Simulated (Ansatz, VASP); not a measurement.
**One calculation of Mg2Al, two programs**

```
CELL_PARAMETERS angstrom
0.00000 3.03542 3.03542
3.03542 0.00000 3.03542
3.03542 3.03542 0.00000
ATOMIC_POSITIONS crystal
Mg 0.25000 0.25000 0.25000
Mg 0.75000 0.75000 0.75000
Al 0.00000 0.00000 0.00000
```

Alike in both runs: task single point; functional PBE; k mesh 6 × 6 × 6; occupations gaussian, width 0.1 eV; no spin polarisation.

|  | VASP | Ansatz |
| --- | --- | --- |
| version | VASP 6.6.1 | Ansatz 0.2.0 |
| potentials or method | VASP PAW PBE potentials, release 64 (Mg, Al), cutoff 520 eV | scalar-relativistic, plane waves, PAW |
| valence electrons in the cell | 7 | 23 |

|  | VASP | Ansatz | Ansatz less VASP |
| --- | --- | --- | --- |
| gap on the k mesh at the Fermi level (eV) | none | none | - |
| pressure (GPa) | 18.1 | 18.0 | -0.03 |

A gap of «none» marks a metal or a gap that the smearing closes. VASP's potentials hold 7 valence electrons a cell and Ansatz's 23, so a difference there can come from the potentials and not from the codes.
